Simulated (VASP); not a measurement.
Ta3I2:

```xyz
10
Lattice="3.5198 2.0322 6.4066 -3.5198 2.0322 6.4066 0.0000 -4.0643 6.4066" Properties=species:S:1:pos:R:3 pbc="T T T"
Ta   -1.3639   -2.0322    8.0083
Ta    2.4419   -0.1651    8.0083
Ta   -1.0779    2.1973    8.0083
Ta    1.3639    2.0322   11.2116
Ta   -2.4419    0.1651   11.2116
Ta    1.0779   -2.1973   11.2116
I     0.0000    0.0000   16.3788
I     0.0000    0.0000   12.4510
I     0.0000    0.0000    2.8411
I     0.0000    0.0000    6.7688
```

```yaml
Program: VASP 6.6.1
Task: relaxation of cell and atoms
Functional: PBE
Potentials_or_basis: VASP PAW PBE potentials, release 64 (Ta_pv, I)
Cutoff: 600 eV
k_mesh: 3 × 3 × 3
Occupations: gaussian, width 0.1 eV
Spin: no spin polarisation
```

At the start: pressure -8.1 GPa; volume 27.50 Å³/atom.

**Question.** Where does the relaxation end?

**Answer.** Over 40 steps the energy falls by 947.7 meV/atom and the volume is 23.66 Å³/atom (-14.0 %); space group R-3c (No. 167, to 0.1 Å) before and after.

The path:
```
step  energy change (eV)  largest force (eV/Å)  pressure (GPa)  volume (Å³)
   1              0.0000                0.7820           -8.15       274.96
   2             -0.2841                0.9562           12.74       222.94
   3             -0.9659                0.7986            0.87       244.39
   4             -1.4352                1.2309            1.12       242.72
   5             -2.9088                3.1630            3.09       236.54
   6             -0.7552                8.9555           21.93       218.49
   7             -2.8873                4.9774            7.10       231.95
   8             -2.9514                5.0039            7.00       232.03
   9             -3.1325                5.0830            6.74       232.26
  10             -3.4488                5.2466            6.34       232.64
  11             -3.8989                5.5281            6.07       233.08
  12             -3.7350                5.6576            8.03       232.68
  13             -3.9193                5.7730            6.92       233.08
  14             -4.5553                5.0233            4.24       235.41
  15             -5.7133                2.8924           -2.22       242.42
  16             -4.8406                1.6835           -8.80       256.48
  17             -5.8781                1.8094           -4.74       246.26
  18             -6.2211                1.7439           -4.47       243.21
  19             -7.1669                1.5280           -3.17       234.09
  20             -8.3064                0.8040            2.97       216.08
  21             -8.3174                0.5234            5.76       211.36
  22             -8.3333                0.6383            4.63       213.22
  23             -8.5260                0.5295            1.54       217.72
  24             -8.5566                0.8229           -0.31       221.09
  25             -8.5575                0.7860           -0.08       220.64
  26             -8.6311                0.7694           -0.26       221.42
  27             -8.8547                0.7867           -0.55       223.71
  28             -9.2355                0.6514            0.10       228.11
  29             -8.4503                1.9560            7.19       236.20
  30             -9.2928                0.5582            0.50       229.40
  31             -9.3169                0.3403            1.31       230.87
  32             -9.4058                0.1518            0.65       234.64
  33             -9.4411                0.1564            0.13       239.50
  34             -9.4417                0.1227            0.17       238.96
  35             -9.4662                0.1194           -0.35       238.66
  36             -9.4702                0.1151           -0.62       238.48
  37             -9.4755                0.1154            0.07       236.70
  38             -9.4756                0.1154            0.12       236.56
  39             -9.4769                0.0668            0.07       236.57
  40             -9.4774                0.0261           -0.02       236.59
```

Final structure:
```
Ta I
1.0
     3.57888    2.06627    5.33217
    -3.57888    2.06627    5.33217
     0.00000   -4.13254    5.33217
Ta I
6 4
Direct
  0.97082 0.52918 0.75000
  0.75000 0.97082 0.52918
  0.52918 0.75000 0.97082
  0.02918 0.47082 0.25000
  0.25000 0.02918 0.47082
  0.47082 0.25000 0.02918
  0.90097 0.90097 0.90097
  0.59903 0.59903 0.59903
  0.09903 0.09903 0.09903
  0.40097 0.40097 0.40097
```

Caveat: the k points lie up to 0.36 Å⁻¹ apart in the final cell.
